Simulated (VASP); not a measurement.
# CoH2Pd (R-3m) in VASP: a series of runs

Runs on CoH2Pd. Level: PBE. Tasks: single point, relaxation of cell and atoms.

All numbers are computed with VASP 6.6.1; they aren't measurements. Logs are shortened: lines on timing, memory, paths and dates and some standing lists are left out, and cuts for length are marked.

## Step 1: The cell of the first run

Symmetry: R-3m, No. 166, trigonal system. The conventional cell has a = 2.764 Å, b = 2.764 Å, c = 14.610 Å, α = 90.00°, β = 90.00°, γ = 120.00°. Pd (site symmetry -3m) has 2 H at 1.79 Å within 2.4 Å. Co (site symmetry -3m) has 6 H at 1.72 Å within 2.3 Å. Within 2.3 Å of H (site symmetry 3m) lie 3 Co at 1.72 Å and 1 Pd at 1.79 Å and 3 H at 2.06 Å.

## Step 2: Single point, PBE

Contents of INCAR:

```
PREC     = Accurate       # precision mode
ENCUT    = 520            # plane-wave cutoff, eV
EDIFF    = 1E-6           # SCF threshold, eV
ISMEAR   = -1             # smearing method
SIGMA    = 0.0176         # smearing width, eV
LREAL    = F              # projectors in reciprocal space
LASPH    = T              # aspherical terms in the spheres
NELM     = 60             # most SCF steps
ALGO     = Normal         # electronic algorithm
ISIF     = 2              # what is computed and relaxed
LWAVE    = F              # write WAVECAR
LCHARG   = F              # write CHGCAR
GGA      = PE             # functional
NBANDS   = 18             # bands
```

Contents of KPOINTS:

```
Automatic mesh
0
Gamma
  7 7 7
```

Contents of POSCAR:

```
CoH2Pd
1.0
    1.3821292824      2.3939181397     -0.0000000680
   -1.3821292824      2.3939181397     -0.0000000680
    0.0000000000     -1.5959452881      4.8700098224
Pd Co H
1 1 2
Direct
    0.0000000000      0.0000000000      0.0000000000
    0.5000000000      0.5000000000      0.5000000000
    0.1221858390      0.1221858390      0.3665575169
    0.8778141610      0.8778141610      0.6334424831
```

Potentials or basis: VASP PAW PBE potentials, release 64 (Pd, Co, H).

Command:

```console
$ cat potpaw_PBE.64/Pd/POTCAR potpaw_PBE.64/Co/POTCAR potpaw_PBE.64/H/POTCAR > POTCAR
$ mpirun -np 1 vasp_std > vasp.out
```

OUTCAR:

```text
PREC = Accurate
   ENCUT = 520
   EDIFF = 1E-6
   ISMEAR = -1
   LREAL = F
   LASPH = T
   NELM = 60
   ISIF = 2
   GGA = PE

 ion  position               nearest neighbor table
   1  0.000  0.000  0.000-   3 1.79   4 1.79   2 2.91   2 2.91   2 2.91   2 2.91   2 2.91   2 2.91

   2  0.500  0.500  0.500-   3 1.72   4 1.72   3 1.72   3 1.72   4 1.72   4 1.72   1 2.91   1 2.91
                             1 2.91   1 2.91   1 2.91   1 2.91
   3  0.122  0.122  0.367-   2 1.72   2 1.72   2 1.72   1 1.79
   4  0.878  0.878  0.633-   2 1.72   2 1.72   2 1.72   1 1.79

  LATTYP: Found a trigonal (rhomboedric) cell.
 ALAT       =     5.1248450741
 COS(alpha) =     0.8545325419

  Lattice vectors:

 A1 = (  -1.3821292824,   0.7979728516,   4.8700097544)
 A2 = (   0.0000000000,  -1.5959452881,   4.8700098224)
 A3 = (   1.3821292824,   0.7979728516,   4.8700097544)

Analysis of symmetry for initial positions (statically):
=====================================================================
 Subroutine PRICEL returns:
 Original cell was already a primitive cell.

 Routine SETGRP: Setting up the symmetry group for a
 trigonal (rhombohedral) supercell.

 Subroutine GETGRP returns: Found 12 space group operations
 (whereof 12 operations were pure point group operations)
 out of a pool of 12 trial point group operations.

The static configuration has the point symmetry D_3d.

Analysis of symmetry for dynamics (positions and initial velocities):
=====================================================================
 Subroutine PRICEL returns:
 Original cell was already a primitive cell.

 Routine SETGRP: Setting up the symmetry group for a
 trigonal (rhombohedral) supercell.

 Subroutine GETGRP returns: Found 12 space group operations
 (whereof 12 operations were pure point group operations)
 out of a pool of 12 trial point group operations.

The dynamic configuration has the point symmetry D_3d.

 Subroutine INISYM returns: Found 12 space group operations
 (whereof 12 operations are pure point group operations),
 and found     1 'primitive' translations

----------------------------------------------------------------------------------------

                                     Primitive cell

  volume of cell :      32.2268

  direct lattice vectors                    reciprocal lattice vectors
     1.382129282  2.393918140 -0.000000068     0.361760659  0.208862616  0.068446126
    -1.382129282  2.393918140 -0.000000068    -0.361760659  0.208862616  0.068446126
     0.000000000 -1.595945288  4.870009822     0.000000000  0.000000006  0.205338397

  length of vectors
     2.764258565  2.764258565  5.124845074     0.423295687  0.423295687  0.205338397

  position of ions in fractional coordinates (direct lattice)
     0.000000000  0.000000000  0.000000000
     0.500000000  0.500000000  0.500000000
     0.122185839  0.122185839  0.366557517
     0.877814161  0.877814161  0.633442483

  ion indices of the primitive-cell ions
   primitive index   ion index
                 1           1
                 2           2
                 3           3
                 4           4

----------------------------------------------------------------------------------------

 KPOINTS: Automatic mesh

Automatic generation of k-mesh.
 Grid dimensions read from file:
 generate k-points for:    7    7    7

 Generating k-lattice:

  Cartesian coordinates                     Fractional coordinates (reciprocal lattice)
     0.051680094  0.029837517  0.009778018     0.142857143  0.000000000  0.000000000
    -0.051680094  0.029837517  0.009778018     0.000000000  0.142857143  0.000000000
     0.000000000  0.000000001  0.029334057     0.000000000  0.000000000  0.142857143

  Length of vectors
     0.060470812  0.060470812  0.029334057

  Shift w.r.t. Gamma in fractional coordinates (k-lattice)
     0.000000000  0.000000000  0.000000000

 Subroutine IBZKPT returns following result:
 ===========================================

 Found     44 irreducible k-points:

 Following reciprocal coordinates:
            Coordinates               Weight
  0.000000  0.000000  0.000000      1.000000
  0.142857  0.000000  0.000000      6.000000
  0.285714 -0.000000 -0.000000      6.000000
  0.428571  0.000000 -0.000000      6.000000
  0.142857  0.142857  0.000000      6.000000
  0.285714  0.142857 -0.000000     12.000000
[... 16 lines left out ...]
  0.142857  0.142857  0.142857      6.000000
  0.285714  0.142857  0.142857     12.000000
 [... further k-points ...]
   k-points           NKPTS =     44   k-points in BZ     NKDIM =     44   number of bands    NBANDS=     18
   number of dos      NEDOS =    301   number of ions     NIONS =      4
   total plane-waves  NPLWV =  23040
   dimension x,y,z NGX =    24 NGY =   24 NGZ =   40
   dimension x,y,z NGXF=    48 NGYF=   48 NGZF=   80
   ions per type =               1   1   2
   NGX,Y,Z   is equivalent  to a cutoff of  14.43, 14.43, 12.98 a.u.
   NGXF,Y,Z  is equivalent  to a cutoff of  28.87, 28.87, 25.95 a.u.
 SYSTEM =  unknown system
   PREC   = accura    normal or accurate (medium, high low for compatibility)
   ISTART =      0    job   : 0-new  1-cont  2-samecut
   ICHARG =      2    charge: 1-file 2-atom 10-const
   ISPIN  =      1    spin polarized calculation?
   LNONCOLLINEAR =      F non collinear calculations
   LSORBIT =      F    spin-orbit coupling
   LASPH  =      T    aspherical Exc in radial PAW
   ENCUT  =  520.0 eV  38.22 Ry    6.18 a.u.   5.14  5.14  9.53*2*pi/ulx,y,z
   NELM   =     60;   NELMIN=  2; NELMDL= -5     # of ELM steps
   EDIFF  = 0.1E-05   stopping-criterion for ELM
   LREAL  =      F    real-space projection
   EDIFFG = 0.1E-04   stopping-criterion for IOM
   NSW    =      0    number of steps for IOM
   IBRION =     -1    ionic relax: 0-MD 1-quasi-New 2-CG
   NFREE  =      0    steps in history (QN), initial steepest desc. (CG)
   ISIF   =      2    stress and relaxation
   ISYM   =      2    0-nonsym 1-usesym 2-fastsym
   POTIM  = 0.5000    time-step for ionic-motion
   TEBEG  =    0.0;   TEEND  =   0.0 temperature during run
   PSTRESS=    0.0 pullay stress
   NELECT =      21.0000    total number of electrons
   NUPDOWN=      -1.0000    fix difference up-down
   EMIN   =  10.00;   EMAX   =-10.00  energy-range for DOS
   EFERMI =   0.00;   METHOD = LEGACY
   ISMEAR =    -1;   SIGMA  =   0.02  broadening in eV -4-tet -1-fermi 0-gaus
   EFERMI_NEDOS =   21; number of points for ismear=-14 and -15
   IALGO  =     38    algorithm
   IMIX   =      4    mixing-type and parameters
     AMIX     =   0.40;   BMIX     =  1.00
     AMIX_MAG =   1.60;   BMIX_MAG =  1.00
  volume/ion in A,a.u.               =       8.06        54.37
  Fermi-wavevector in a.u.,A,eV,Ry     =   1.419304  2.682095 27.407888  2.014423
  Thomas-Fermi vector in A             =   2.540338
   LORBIT       =      0    0 simple, 1 ext, 2 COOP (PROOUT), +10 PAW based schemes
   GGA     = PE    functional components
   LHFCALC =     F    Hartree Fock is set to
   AEXX    =    0.0000 exact exchange contribution
   IVDW    =     0    specifies the selected vdW correction
   LEPSILON=     F    determine dielectric tensor
   LRPA    =     F    only Hartree local field effects (RPA)
 non-spin polarized calculation
  energy-cutoff  :      520.00
  volume of cell :       32.23
 maximum number of plane-waves:       880
 NGX is ok and might be reduce to    24
   NGX = 11   NGY = 11   NGZ = 19

 number of electron      21.0000006 magnetization

 Free energy of the ion-electron system (eV)
  ---------------------------------------------------
  ext. energy  EPLUGINS =         0.00000000
  ---------------------------------------------------
  free energy    TOTEN  =       -18.67816571 eV

  energy without entropy =      -18.67178253  energy(sigma->0) =      -18.67497412

 E-fermi :   8.1242     XC(G=0): -12.5915

 val. band max:        8.1067266807   @ k =  -0.4286  -0.4286   0.1429
 cond. band min:       8.1458819986   @ k =   0.4286   0.1429   0.2857
 fundamental gap:      0.0391553179
 Fermi energy:         8.1241649923

 k-point     1 :       0.0000    0.0000    0.0000
  band No.  band energies     occupation
      1      -2.8434      2.00000
      2       2.9927      2.00000
      3       3.8936      2.00000
      4       5.6326      2.00000
      5       5.6326      2.00000
      6       5.7509      2.00000
[... 10 lines left out ...]
     17      26.6461      0.00000
     18      26.6461      0.00000

 k-point     2 :       0.1429    0.0000    0.0000
  band No.  band energies     occupation
      1      -2.3391      2.00000
      2       3.4392      2.00000
      3       3.5798      2.00000
      4       5.3927      2.00000
      5       5.7718      2.00000
      6       6.0046      2.00000
[... 10 lines left out ...]
     17      24.7837      0.00000
     18      25.5524      0.00000

 k-point     3 :       0.2857   -0.0000   -0.0000
  band No.  band energies     occupation
      1      -0.9755      2.00000
      2       2.8709      2.00000
      3       4.0501      2.00000
      4       4.8167      2.00000
      5       5.6025      2.00000
      6       6.4859      2.00000
[... 10 lines left out ...]
     17      22.4311      0.00000
     18      23.9628      0.00000

 k-point     4 :       0.4286    0.0000   -0.0000
  band No.  band energies     occupation
      1       0.7000      2.00000
      2       2.1559      2.00000
      3       3.7474      2.00000
      4       4.2963      2.00000
      5       5.6819      2.00000
      6       6.4726      2.00000
[... 375 lines left out ...]
      4       4.7357      2.00000
      5       5.7001      2.00000
      6       6.2818      2.00000
[... 10 lines left out ...]
     17      21.7902      0.00000
     18      23.9110      0.00000

 k-point    23 :       0.1429    0.1429    0.1429
  band No.  band energies     occupation
      1      -2.0667      2.00000
      2       2.4893      2.00000
      3       3.5824      2.00000
      4       5.4122      2.00000
      5       5.8027      2.00000
      6       6.0513      2.00000
[... 10 lines left out ...]
     17      23.9765      0.00000
     18      24.7589      0.00000

 k-point    24 :       0.2857    0.1429    0.1429
  band No.  band energies     occupation
      1      -1.0516      2.00000
      2       2.1999      2.00000
      3       4.3303      2.00000
      4       4.9730      2.00000
      5       5.2177      2.00000
      6       6.2202      2.00000
[... 10 lines left out ...]
     17      22.1991      0.00000
     18      23.7099      0.00000

 [... further k-points ...]

------------------------ aborting loop because EDIFF is reached ----------------------------------------

  FORCE on cell =-STRESS in cart. coord.  units (eV):
  Direction    XX          YY          ZZ          XY          YZ          ZX
  --------------------------------------------------------------------------------------
  -------------------------------------------------------------------------------------
  Total       -0.0352847     -0.0352847     -0.0275465     -0.0000000      0.0000000      0.0000000
  in kB       -1.7542001     -1.7542001     -1.3694907     -0.0000000      0.0000000      0.0000000
  external PRESSURE =      -1.6259637 kB  Pullay stress =       0.0000000 kB

 VOLUME and BASIS-vectors are now :
 -----------------------------------------------------------------------------
  energy-cutoff  :      520.00
  volume of cell :       32.23
      direct lattice vectors                 reciprocal lattice vectors
     1.382129282  2.393918140 -0.000000068     0.361760659  0.208862616  0.068446126
    -1.382129282  2.393918140 -0.000000068    -0.361760659  0.208862616  0.068446126
     0.000000000 -1.595945288  4.870009822     0.000000000  0.000000006  0.205338397

 POSITION                                       TOTAL-FORCE (eV/Angst)
 -----------------------------------------------------------------------------------
      0.00000      0.00000      0.00000        -0.000000      0.000000      0.000000
      0.00000      1.59595      2.43500         0.000000      0.000000      0.000000
      0.00000      0.00000      1.78514        -0.000000      0.000000      0.002365
      0.00000      3.19189      3.08487        -0.000000     -0.000000     -0.002365
 -----------------------------------------------------------------------------------
    total drift:                               -0.000000      0.000000     -0.000000

  FREE ENERGIE OF THE ION-ELECTRON SYSTEM (eV)
  ---------------------------------------------------
  free  energy   TOTEN  =       -18.6781657100 eV

  energy  without entropy=      -18.6717825330  energy(sigma->0) =      -18.67497412
```

It took 28 s on 1 thread of AMD EPYC 9R45 (Zen 5), shared host; peak memory 0.14 GiB.

Results:

| Item | Value |
| --- | --- |
| Free energy | -18.6782 eV |
| Pressure | -0.2 GPa |

Forces on the atoms (eV/Å):
```
Pd   0.000  0.000  0.000
Co   0.000  0.000  0.000
H    0.000  0.000  0.002
H    0.000  0.000 -0.002
```

Levels at points of the mesh, in eV from the Fermi level:
```
           k point  band 7  band 8  band 9  band 10  band 11  band 12  band 13  band 14  band 15  band 16
(0.00, 0.00, 0.00)   -1.85   -1.85   -0.92    -0.92    -0.12    -0.12     3.24     8.23    17.23    17.80
```

Caveat: the k points lie up to 0.38 Å⁻¹ apart.

## Step 3: Relaxation of cell and atoms, PBE

This run uses another cell than the first one, of 9.96 Å³/atom, 1.237 times its volume.

Contents of INCAR:

```
ALGO = Normal
EDIFF = 1E-6
EDIFFG = -0.01
ENCUT = 600
GGA = PE
IBRION = 2
ISIF = 3
ISMEAR = -1
LASPH = True
LCHARG = False
LREAL = False
LWAVE = False
NELM = 100
NSW = 60
PREC = Accurate
SIGMA = 0.0176
```

Contents of KPOINTS:

```
k-points
0
Gamma
  7 7 7
```

Contents of POSCAR:

```
CoH2Pd
1.0
    1.4003530000      2.4254810000      0.0000000000
   -1.4003530000      2.4254810000      0.0000000000
    0.0000000000     -1.6169870000      5.8672090000
Pd Co H
1 1 2
Direct
    0.0000000000      0.0000000000      0.0000000000
    0.5000000000      0.5000000000      0.5000000000
    0.1121500000      0.1121500000      0.3364500000
    0.8878500000      0.8878500000      0.6635500000
```

Potentials or basis: VASP PAW PBE potentials, release 64 (Pd, Co, H).

Command:

```console
$ cat potpaw_PBE.64/Pd/POTCAR potpaw_PBE.64/Co/POTCAR potpaw_PBE.64/H/POTCAR > POTCAR
$ mpirun -np 1 vasp_std > vasp.out
```

Run time: 6.5 min. Hardware: 1 thread of AMD EPYC 9R45 (Zen 5), shared host; peak memory 0.19 GiB.

It converged, with:

```yaml
Free_energy: -18.6813 eV
Relaxed_volume: 8.06 Å³/atom
Relaxed_cell: a = 2.761 Å, b = 2.761 Å, c = 5.138 Å, α = 105.59°, β = 105.59°, γ = 60.00°
Space_group_after_relaxing_to_0.05_Å: R-3m (No. 166)
Energy_gained_by_relaxing: 171.0 meV/atom
Ionic_steps: 20
Pressure_after_relaxing: 0.0 GPa
Largest_force_after_relaxing: 0.004 eV/Å
```

Forces in eV/Å, atoms in the order of the input:
```
Pd   0.000  0.000  0.000
Co   0.000  0.000  0.000
H    0.000  0.000  0.004
H    0.000  0.000 -0.004
```

Stress tensor (GPa, compression positive):
```
 0.14  0.00  0.00
 0.00  0.14  0.00
 0.00  0.00 -0.14
```

Step by step:
```
step  energy change (eV)  largest force (eV/Å)  pressure (GPa)  volume (Å³)
   1              0.0000                0.2664          -20.56        39.86
   2             -0.5585                0.1479           -0.74        32.92
   3             -0.5591                0.1442            0.67        32.68
   4             -0.5974                0.1808            0.85        32.51
   5             -0.6373                0.3904            2.15        32.04
   6             -0.6582                0.2357           -0.99        32.70
   7             -0.6598                0.1568           -3.33        33.07
   8             -0.6724                0.0536           -2.65        32.82
   9             -0.6797                0.0947           -0.85        32.44
  10             -0.6829                0.0353           -0.01        32.20
  11             -0.6830                0.0118            1.03        32.04
  12             -0.6832                0.0069            0.80        32.10
  13             -0.6837                0.0278           -0.05        32.25
  14             -0.6838                0.0222            0.00        32.22
  15             -0.6837                0.0211            0.04        32.22
  16             -0.6838                0.0146            0.06        32.23
  17             -0.6838                0.0052           -0.14        32.26
  18             -0.6838                0.0008           -0.29        32.25
  19             -0.6838                0.0070           -0.09        32.24
  20             -0.6838                0.0039            0.05        32.25
```

Final structure:
```
Pd Co H
1.0
     1.38056    2.39120    0.00000
    -1.38056    2.39120    0.00000
     0.00000   -1.59413    4.88418
Pd Co H
1 1 2
Direct
  0.00000 0.00000 0.00000
  0.50000 0.50000 0.50000
  0.12195 0.12195 0.36586
  0.87805 0.87805 0.63414
```

Levels at points of the mesh, in eV from the Fermi level:
| k point | band 8 | band 9 | band 10 | band 11 | band 12 | band 13 | band 14 |
| --- | --- | --- | --- | --- | --- | --- | --- |
| (0.00, 0.00, 0.00) | -1.84 | -0.92 | -0.92 | -0.12 | -0.12 | 3.20 | 8.26 |

Caveat: the k points lie up to 0.38 Å⁻¹ apart in the final cell; the volume moved by over 15 % at a fixed basis, so the end points are rough. Spin polarisation is off, so any magnetic state and its effect on volume and gap are missing.
